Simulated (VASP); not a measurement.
# NaCl in VASP: notebook

NaCl is run at these levels: PBE, r2SCAN; tasks: single point.

Everything below comes from runs of VASP 6.6.1. Logs are shortened: lines on timing, memory, paths and dates and some standing lists are left out, and cuts for length are marked.

## Step 1: The cell of the first run

The structure is orthorhombic, space group Imm2 (No. 44). Conventional cell: a = 4.311 Å, b = 4.421 Å, c = 6.175 Å, α = 90.00°, β = 90.00°, γ = 90.00°. Na (site symmetry mm2) has 4 Cl at 2.67 to 2.68 Å within 3.5 Å. Cl (site symmetry mm2) has 4 Na at 2.67 to 2.68 Å within 3.5 Å.

## Step 2: Single point, PBE (shear xy strain -2.5%)

Input file INCAR:

```
ALGO = Normal
EDIFF = 1E-6
ENCUT = 500
GGA = PE
GGA_COMPAT = F
ISIF = 2
ISMEAR = 0
LASPH = T
LCHARG = F
LREAL = F
LWAVE = F
NBANDS = 14
NELM = 120
PREC = Accurate
SIGMA = 0.01
```

Input file KPOINTS:

```
k-points
0
Gamma
  4 4 4
```

Input file POSCAR:

```
NaCl
1.0
   -0.0385909107      3.0872728532      3.0872728532
    3.0872728532     -0.0385909107      3.0872728532
    3.0486819425      3.0486819425      0.0000000000
Na Cl
1 1
Direct
   -0.0028436886     -0.0028436886      0.0028436886
    0.2528436886      0.2528436886      0.2471563114
```

Potentials or basis: VASP PAW PBE potentials, release 64 (Na_pv, Cl).

Command:

```sh
$ cat potpaw_PBE.64/Na_pv/POTCAR potpaw_PBE.64/Cl/POTCAR > POTCAR
$ mpirun -np 1 vasp_std > vasp.out
```

OUTCAR:

```text
EDIFF = 1E-6
   ENCUT = 500
   GGA = PE
   ISIF = 2
   ISMEAR = 0
   LASPH = T
   LREAL = F
   NELM = 120
   PREC = Accurate

 ion  position               nearest neighbor table
   1  0.997  0.997  0.003-   2 2.67   2 2.67   2 2.68   2 2.68
   2  0.253  0.253  0.247-   1 2.67   1 2.67   1 2.68   1 2.68

  LATTYP: Found a body centered orthorhombic cell.
 ALAT       =     4.3114873504
 B/A-ratio  =     1.0253164557
 C/A-ratio  =     1.4321149999

  Lattice vectors:

 A1 = (   0.0385909107,  -3.0872728532,  -3.0872728532)
 A2 = (  -0.0385909107,   3.0872728532,  -3.0872728532)
 A3 = (   3.0872728532,  -0.0385909107,   3.0872728532)

Analysis of symmetry for initial positions (statically):
=====================================================================
 Subroutine PRICEL returns:
 Original cell was already a primitive cell.

 Routine SETGRP: Setting up the symmetry group for a
 body centered orthorhombic supercell.

 Subroutine GETGRP returns: Found  4 space group operations
 (whereof  4 operations were pure point group operations)
 out of a pool of  8 trial point group operations.

The static configuration has the point symmetry C_2v.

Analysis of symmetry for dynamics (positions and initial velocities):
=====================================================================
 Subroutine PRICEL returns:
 Original cell was already a primitive cell.

 Routine SETGRP: Setting up the symmetry group for a
 body centered orthorhombic supercell.

 Subroutine GETGRP returns: Found  4 space group operations
 (whereof  4 operations were pure point group operations)
 out of a pool of  8 trial point group operations.

The dynamic configuration has the point symmetry C_2v.

 Subroutine INISYM returns: Found  4 space group operations
 (whereof  4 operations are pure point group operations),
 and found     1 'primitive' translations

----------------------------------------------------------------------------------------

                                     Primitive cell

  volume of cell :      58.8420

  direct lattice vectors                    reciprocal lattice vectors
    -0.038590911  3.087272853  3.087272853    -0.159955788  0.159955788  0.161955235
     3.087272853 -0.038590911  3.087272853     0.159955788 -0.159955788  0.161955235
     3.048681943  3.048681943  0.000000000     0.164005301  0.164005301 -0.161955235

  length of vectors
     4.366233686  4.366233686  4.311487350     0.278210722  0.278210722  0.282886860

  position of ions in fractional coordinates (direct lattice)
     0.997156311  0.997156311  0.002843689
     0.252843689  0.252843689  0.247156311

  ion indices of the primitive-cell ions
   primitive index   ion index
                 1           1
                 2           2

----------------------------------------------------------------------------------------

 KPOINTS: k-points

Automatic generation of k-mesh.
 Grid dimensions read from file:
 generate k-points for:    4    4    4

 Generating k-lattice:

  Cartesian coordinates                     Fractional coordinates (reciprocal lattice)
    -0.039988947  0.039988947  0.040488809     0.250000000 -0.000000000  0.000000000
     0.039988947 -0.039988947  0.040488809    -0.000000000  0.250000000  0.000000000
     0.041001325  0.041001325 -0.040488809     0.000000000  0.000000000  0.250000000

  Length of vectors
     0.069552681  0.069552681  0.070721715

  Shift w.r.t. Gamma in fractional coordinates (k-lattice)
     0.000000000  0.000000000  0.000000000

 Subroutine IBZKPT returns following result:
 ===========================================

 Found     18 irreducible k-points:

 Following reciprocal coordinates:
            Coordinates               Weight
  0.000000  0.000000  0.000000      1.000000
  0.250000 -0.000000  0.000000      4.000000
  0.500000 -0.000000  0.000000      2.000000
  0.250000  0.250000  0.000000      2.000000
  0.500000  0.250000  0.000000      4.000000
 -0.250000  0.250000  0.000000      2.000000
[... 10 lines left out ...]
  0.250000  0.250000  0.500000      2.000000
 -0.250000  0.250000  0.500000      2.000000
   k-points           NKPTS =     18   k-points in BZ     NKDIM =     18   number of bands    NBANDS=     14
   number of dos      NEDOS =    301   number of ions     NIONS =      2
   total plane-waves  NPLWV =  32768
   dimension x,y,z NGX =    32 NGY =   32 NGZ =   32
   dimension x,y,z NGXF=    64 NGYF=   64 NGZF=   64
   ions per type =               1   1
   NGX,Y,Z   is equivalent  to a cutoff of  12.18, 12.18, 12.34 a.u.
   NGXF,Y,Z  is equivalent  to a cutoff of  24.37, 24.37, 24.68 a.u.
 SYSTEM =  unknown system
   PREC   = accura    normal or accurate (medium, high low for compatibility)
   ISTART =      0    job   : 0-new  1-cont  2-samecut
   ICHARG =      2    charge: 1-file 2-atom 10-const
   ISPIN  =      1    spin polarized calculation?
   LNONCOLLINEAR =      F non collinear calculations
   LSORBIT =      F    spin-orbit coupling
   LASPH  =      T    aspherical Exc in radial PAW
   ENCUT  =  500.0 eV  36.75 Ry    6.06 a.u.   7.96  7.96  7.86*2*pi/ulx,y,z
   NELM   =    120;   NELMIN=  2; NELMDL= -5     # of ELM steps
   EDIFF  = 0.1E-05   stopping-criterion for ELM
   LREAL  =      F    real-space projection
[... 7 lines left out ...]
   TEBEG  =    0.0;   TEEND  =   0.0 temperature during run
   PSTRESS=    0.0 pullay stress
   NELECT =      14.0000    total number of electrons
   NUPDOWN=      -1.0000    fix difference up-down
   EMIN   =  10.00;   EMAX   =-10.00  energy-range for DOS
   EFERMI =   0.00;   METHOD = LEGACY
   ISMEAR =     0;   SIGMA  =   0.01  broadening in eV -4-tet -1-fermi 0-gaus
   EFERMI_NEDOS =   21; number of points for ismear=-14 and -15
   IALGO  =     38    algorithm
   IMIX   =      4    mixing-type and parameters
     AMIX     =   0.40;   BMIX     =  1.00
     AMIX_MAG =   1.60;   BMIX_MAG =  1.00
  volume/ion in A,a.u.               =      29.42       198.54
  Fermi-wavevector in a.u.,A,eV,Ry     =   1.014429  1.916993 14.001304  1.029067
  Thomas-Fermi vector in A             =   2.147656
   LORBIT       =      0    0 simple, 1 ext, 2 COOP (PROOUT), +10 PAW based schemes
   GGA     = PE    functional components
   LHFCALC =     F    Hartree Fock is set to
   AEXX    =    0.0000 exact exchange contribution
   IVDW    =     0    specifies the selected vdW correction
   LEPSILON=     F    determine dielectric tensor
   LRPA    =     F    only Hartree local field effects (RPA)
 non-spin polarized calculation
 Gauss-broadening in eV      SIGMA  =   0.01
  energy-cutoff  :      500.00
  volume of cell :       58.84
 maximum number of plane-waves:      1510
   NGX = 15   NGY = 15   NGZ = 15

 number of electron      14.0000000 magnetization

 Free energy of the ion-electron system (eV)
  ---------------------------------------------------
  ext. energy  EPLUGINS =         0.00000000
  ---------------------------------------------------
  free energy    TOTEN  =        -6.63667592 eV

  energy without entropy =       -6.63667592  energy(sigma->0) =       -6.63667592

 E-fermi :  -2.2400     XC(G=0):  -6.8575

 val. band max:       -2.3662173394   @ k =   0.0000   0.0000   0.0000
 cond. band min:       2.5398288742   @ k =   0.0000   0.0000   0.0000
 fundamental gap:      4.9060462136
 Fermi energy:        -2.2399531779

 k-point     1 :       0.0000    0.0000    0.0000
  band No.  band energies     occupation
      1     -23.0023      2.00000
      2     -23.0009      2.00000
      3     -22.9995      2.00000
      4     -14.5179      2.00000
      5      -2.4283      2.00000
      6      -2.3989      2.00000
      7      -2.3662      2.00000
      8       2.5398      0.00000
      9       8.6854      0.00000
     10       8.8268      0.00000
     11       8.9691      0.00000
     12      10.6045      0.00000
     13      10.6087      0.00000
     14      12.9695      0.00000

 k-point     2 :       0.2500   -0.0000    0.0000
  band No.  band energies     occupation
      1     -23.0072      2.00000
      2     -23.0031      2.00000
      3     -23.0011      2.00000
      4     -14.4478      2.00000
      5      -3.0050      2.00000
      6      -2.4488      2.00000
      7      -2.4138      2.00000
      8       3.7407      0.00000
      9       7.6064      0.00000
     10       8.7458      0.00000
     11       8.8988      0.00000
     12      10.3421      0.00000
     13      10.4726      0.00000
     14      11.6670      0.00000

 k-point     3 :       0.5000   -0.0000    0.0000
  band No.  band energies     occupation
      1     -23.0143      2.00000
      2     -23.0039      2.00000
      3     -23.0018      2.00000
      4     -14.3762      2.00000
      5      -3.4652      2.00000
      6      -2.4877      2.00000
      7      -2.4599      2.00000
      8       5.1778      0.00000
      9       6.4651      0.00000
     10       8.2432      0.00000
     11       8.3883      0.00000
     12      11.9984      0.00000
     13      12.3118      0.00000
     14      12.5269      0.00000
[... 222 lines left out ...]
 k-point    17 :       0.2500    0.2500    0.5000
  band No.  band energies     occupation
      1     -23.0140      2.00000
      2     -23.0055      2.00000
      3     -23.0012      2.00000
      4     -14.3692      2.00000
      5      -3.1828      2.00000
      6      -2.8030      2.00000
      7      -2.5216      2.00000
      8       5.2066      0.00000
      9       6.8891      0.00000
     10       7.5292      0.00000
     11       8.7545      0.00000
     12      10.2335      0.00000
     13      12.3218      0.00000
     14      13.1376      0.00000

 k-point    18 :      -0.2500    0.2500    0.5000
  band No.  band energies     occupation
      1     -23.0151      2.00000
      2     -23.0062      2.00000
      3     -23.0048      2.00000
      4     -14.3251      2.00000
      5      -3.0808      2.00000
      6      -3.0195      2.00000
      7      -2.7434      2.00000
      8       5.4540      0.00000
      9       7.1861      0.00000
     10       7.6709      0.00000
     11       8.2342      0.00000
     12      11.7370      0.00000
     13      11.9772      0.00000
     14      12.7225      0.00000

------------------------ aborting loop because EDIFF is reached ----------------------------------------

  FORCE on cell =-STRESS in cart. coord.  units (eV):
  Direction    XX          YY          ZZ          XY          YZ          ZX
  --------------------------------------------------------------------------------------
  -------------------------------------------------------------------------------------
  Total        0.2482094      0.2482094      0.2459564      0.0521023      0.0000000      0.0000000
  in kB        6.7583661      6.7583661      6.6970194      1.4186662      0.0000000      0.0000000
  external PRESSURE =       6.7379172 kB  Pullay stress =       0.0000000 kB

 VOLUME and BASIS-vectors are now :
 -----------------------------------------------------------------------------
  energy-cutoff  :      500.00
  volume of cell :       58.84
      direct lattice vectors                 reciprocal lattice vectors
    -0.038590911  3.087272853  3.087272853    -0.159955788  0.159955788  0.161955235
     3.087272853 -0.038590911  3.087272853     0.159955788 -0.159955788  0.161955235
     3.048681943  3.048681943  0.000000000     0.164005301  0.164005301 -0.161955235

 POSITION                                       TOTAL-FORCE (eV/Angst)
 -----------------------------------------------------------------------------------
      3.04868      3.04868      6.15699         0.000000      0.000000     -0.002182
      1.52434      1.52434      1.56119         0.000000      0.000000      0.002182
 -----------------------------------------------------------------------------------
    total drift:                                0.000000      0.000000     -0.000208

  FREE ENERGIE OF THE ION-ELECTRON SYSTEM (eV)
  ---------------------------------------------------
  free  energy   TOTEN  =        -6.6366759201 eV

  energy  without entropy=       -6.6366759201  energy(sigma->0) =       -6.63667592
```

It took 12 s on 1 thread of Intel Xeon Platinum 8375C at 2.90GHz (Ice Lake), shared host; peak memory 0.17 GiB.

Results:

```
Free energy            : -6.6367 eV
Pressure               : 0.7 GPa
Band gap on the k mesh : 4.91 eV
```

Forces in eV/Å, atoms in the order of the input:
```
Na   0.000  0.000 -0.002
Cl   0.000  0.000  0.002
```

Levels at points of the mesh, in eV from the valence-band top:
| k point | band 3 | band 4 | band 5 | band 6 | band 7 | band 8 | band 9 | band 10 | band 11 | band 12 |
| --- | --- | --- | --- | --- | --- | --- | --- | --- | --- | --- |
| (0.00, 0.00, 0.00) | -20.63 | -12.15 | -0.06 | -0.03 | 0.00 | 4.91 | 11.05 | 11.19 | 11.34 | 12.97 |
| (0.50, 0.00, 0.00) | -20.64 | -12.01 | -1.10 | -0.12 | -0.09 | 7.54 | 8.83 | 10.61 | 10.75 | 14.36 |
| (0.50, 0.50, 0.00) | -20.64 | -11.96 | -1.00 | -0.38 | -0.29 | 7.00 | 9.04 | 10.58 | 13.01 | 13.27 |
| (0.00, 0.00, 0.50) | -20.64 | -12.00 | -1.08 | -0.15 | -0.13 | 7.54 | 8.93 | 10.50 | 10.64 | 14.29 |
| (0.50, 0.00, 0.50) | -20.64 | -11.96 | -1.00 | -0.33 | -0.33 | 7.01 | 9.04 | 10.58 | 13.13 | 13.14 |

Caveat: the k points lie up to 0.44 Å⁻¹ apart; the cell differs from its parent crystal (shear xy strain -2.5%).

(Part 1 of 2 ends here.)
